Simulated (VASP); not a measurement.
# ZrF3 (P4/mmm) in VASP: a series of runs, part 2 of 2

VASP 6.6.1. Earlier steps stand in the parts before.

**3. Single point, PBE**

Contents of INCAR:

```
SYSTEM = ZrF3
PREC     = Accurate       ! precision mode
ENCUT    = 520            ! plane-wave cutoff, eV
EDIFF    = 1E-7           ! SCF threshold, eV
ISMEAR   = 0              ! smearing method
SIGMA    = 0.1            ! smearing width, eV
LREAL    = .FALSE.        ! projectors in reciprocal space
LASPH    = .TRUE.         ! aspherical terms in the spheres
NELM     = 80             ! most SCF steps
ALGO     = Normal         ! electronic algorithm
ISIF     = 2              ! what is computed and relaxed
LWAVE    = .FALSE.        ! write WAVECAR
LCHARG   = .TRUE.         ! write CHGCAR
GGA      = PE             ! functional
LELF     = .TRUE.         ! ELF
LVHAR    = .TRUE.       
NBANDS   = 24             ! bands
```

Contents of KPOINTS:

```
Automatic mesh
0
G
  6 6 4
  0 0 0
```

Contents of POSCAR:

```
ZrF3
1.0
    3.0902637410      0.0000000000      0.0000000000
    0.0000000000      3.0902637410      0.0000000000
    0.0000000000      0.0000000000      4.4438346636
Zr F
1 3
Direct
    0.0000000000      0.0000000000      0.0000000000
    0.5000000000      0.5000000000      0.7648664381
    0.0000000000      0.0000000000      0.5000000000
    0.5000000000      0.5000000000      0.2351335619
```

Potentials or basis: VASP PAW PBE potentials, release 64 (Zr_sv, F).

Launch:

```bash
> cat potpaw_PBE.64/Zr_sv/POTCAR potpaw_PBE.64/F/POTCAR > POTCAR
> mpirun -np 1 vasp_std > vasp.out
```

OUTCAR:

```text
SYSTEM = ZrF3
   PREC = Accurate
   ENCUT = 520
   EDIFF = 1E-7
   ISMEAR = 0
   LREAL = .FALSE.
   LASPH = .TRUE.
   NELM = 80
   ISIF = 2
   GGA = PE

 ion  position               nearest neighbor table
   1  0.000  0.000  0.000-   3 2.22   3 2.22   4 2.42   2 2.42   2 2.42   4 2.42   2 2.42   4 2.42
                             2 2.42   4 2.42
   2  0.500  0.500  0.765-   1 2.42   1 2.42   1 2.42   1 2.42
   3  0.000  0.000  0.500-   1 2.22   1 2.22
   4  0.500  0.500  0.235-   1 2.42   1 2.42   1 2.42   1 2.42

  LATTYP: Found a simple tetragonal cell.
 ALAT       =     3.0902637410
 C/A-ratio  =     1.4380114566

  Lattice vectors:

 A1 = (   3.0902637410,   0.0000000000,   0.0000000000)
 A2 = (   0.0000000000,   3.0902637410,   0.0000000000)
 A3 = (   0.0000000000,   0.0000000000,   4.4438346636)

Analysis of symmetry for initial positions (statically):
=====================================================================
 Subroutine PRICEL returns:
 Original cell was already a primitive cell.

 Routine SETGRP: Setting up the symmetry group for a
 simple tetragonal supercell.

 Subroutine GETGRP returns: Found 16 space group operations
 (whereof 16 operations were pure point group operations)
[... 165 lines left out ...]
  free energy    TOTEN  =       -25.09475353 eV

  energy without entropy =      -25.08358838  energy(sigma->0) =      -25.08917096

 E-fermi :   7.6109     XC(G=0): -11.5307

 val. band max:        7.5686849624   @ k =   0.5000   0.0000   0.2500
 cond. band min:       7.6269532250   @ k =   0.3333   0.1667   0.2500
 fundamental gap:      0.0582682625
 Fermi energy:         7.6109093363

 k-point     1 :       0.0000    0.0000    0.0000
  band No.  band energies     occupation
      1     -43.5383      2.00000
      2     -21.7526      2.00000
      3     -21.1083      2.00000
      4     -21.1083      2.00000
      5     -18.2527      2.00000
      6     -16.4448      2.00000
[... 637 lines left out ...]
     23      18.4418      0.00000
     24      18.8813      0.00000

 [... further k-points ...]
[... 5 lines left out ...]
  --------------------------------------------------------------------------------------
  -------------------------------------------------------------------------------------
  Total        0.0120161      0.0120161     -0.0469522      0.0000000      0.0000000      0.0000000
  in kB        0.4536560      0.4536560     -1.7726276      0.0000000      0.0000000      0.0000000
  external PRESSURE =      -0.2884385 kB  Pullay stress =       0.0000000 kB

 VOLUME and BASIS-vectors are now :
 -----------------------------------------------------------------------------
  energy-cutoff  :      520.00
  volume of cell :       42.44
      direct lattice vectors                 reciprocal lattice vectors
     3.090263741  0.000000000  0.000000000     0.323596975  0.000000000  0.000000000
     0.000000000  3.090263741  0.000000000     0.000000000  0.323596975  0.000000000
     0.000000000  0.000000000  4.443834664     0.000000000  0.000000000  0.225030874

 POSITION                                       TOTAL-FORCE (eV/Angst)
 -----------------------------------------------------------------------------------
      0.00000      0.00000      0.00000         0.000000      0.000000      0.000000
      1.54513      1.54513      3.39894         0.000000      0.000000     -0.033690
      0.00000      0.00000      2.22192         0.000000      0.000000      0.000000
      1.54513      1.54513      1.04489        -0.000000     -0.000000      0.033690
 -----------------------------------------------------------------------------------
    total drift:                                0.000000     -0.000000      0.000000

  FREE ENERGIE OF THE ION-ELECTRON SYSTEM (eV)
  ---------------------------------------------------
  free  energy   TOTEN  =       -25.0947535338 eV

  energy  without entropy=      -25.0835883823  energy(sigma->0) =      -25.08917096
```

OSZICAR:

```text
N       E                     dE             d eps       ncg     rms          rms(c)
DAV:   1     0.258861959876E+03    0.25886E+03   -0.19590E+04  1440   0.140E+03
DAV:   2    -0.168807826364E+02   -0.27574E+03   -0.26405E+03  1776   0.376E+02
DAV:   3    -0.287588520367E+02   -0.11878E+02   -0.11803E+02  2000   0.761E+01
DAV:   4    -0.291022403065E+02   -0.34339E+00   -0.34324E+00  1864   0.977E+00
DAV:   5    -0.291059763510E+02   -0.37360E-02   -0.37356E-02  1904   0.963E-01    0.156E+01
DAV:   6    -0.252395563941E+02    0.38664E+01   -0.88226E+00  1712   0.290E+01    0.618E+00
DAV:   7    -0.251390951587E+02    0.10046E+00   -0.69345E-01  1768   0.640E+00    0.397E+00
DAV:   8    -0.250988122402E+02    0.40283E-01   -0.26794E-01  1776   0.428E+00    0.739E-01
DAV:   9    -0.250944111626E+02    0.44011E-02   -0.22712E-02  1592   0.125E+00    0.295E-01
DAV:  10    -0.250949319228E+02   -0.52076E-03   -0.55524E-03  1736   0.657E-01    0.261E-01
DAV:  11    -0.250947510899E+02    0.18083E-03   -0.95493E-04  1648   0.281E-01    0.185E-02
DAV:  12    -0.250947503116E+02    0.77829E-06   -0.29105E-05  1752   0.411E-02    0.984E-03
DAV:  13    -0.250947534648E+02   -0.31533E-05   -0.59063E-06  1712   0.187E-02    0.268E-03
DAV:  14    -0.250947535338E+02   -0.68965E-07   -0.28833E-07  1496   0.476E-03
   1 F= -.25094754E+02 E0= -.25089171E+02  d E =-.111652E-01
```

stdout:

```text
POSCAR found type information on POSCAR ZrF
 POSCAR found :  2 types and       4 ions
 scaLAPACK will be used
 LDA part: xc-table for (Slater+PW92), standard interpolation
 POSCAR, INCAR and KPOINTS ok, starting setup
 FFT: planning ... GRIDC
 FFT: planning ... GRID_SOFT
 FFT: planning ... GRID
 WAVECAR not read
 entering main loop
```

It took 20 s on 1 thread of Intel Xeon Platinum 8488C (Sapphire Rapids), shared host; peak memory 0.16 GiB.

Results:

| Quantity | Value |
| --- | --- |
| Free energy | -25.0948 eV |
| Pressure | 0.0 GPa |
| Largest force | 0.034 eV/Å |

Forces on the atoms (eV/Å):
```
Zr   0.000  0.000  0.000
F    0.000  0.000 -0.034
F    0.000  0.000  0.000
F    0.000  0.000  0.034
```

Levels at points of the mesh, in eV from the Fermi level:
| k point | band 14 | band 15 | band 16 | band 17 | band 18 | band 19 |
| --- | --- | --- | --- | --- | --- | --- |
| (0.00, 0.00, 0.00) | -3.98 | -3.98 | -3.29 | -2.98 | 0.56 | 2.43 |
| (0.50, 0.00, 0.00) | -4.63 | -4.35 | -3.46 | -0.35 | 0.14 | 1.70 |
| (0.50, 0.50, 0.00) | -4.17 | -4.17 | -3.34 | 1.84 | 2.25 | 2.25 |
| (0.00, 0.00, 0.50) | -5.06 | -3.81 | -3.81 | -2.94 | 1.20 | 2.44 |
| (0.50, 0.00, 0.50) | -5.91 | -4.59 | -4.25 | 0.12 | 1.10 | 2.33 |
| (0.50, 0.50, 0.50) | -4.95 | -3.90 | -3.90 | 2.10 | 2.50 | 2.50 |

Caveat: an odd number of electrons without spin polarisation forces a metal; a magnetic or distorted state may lie lower.
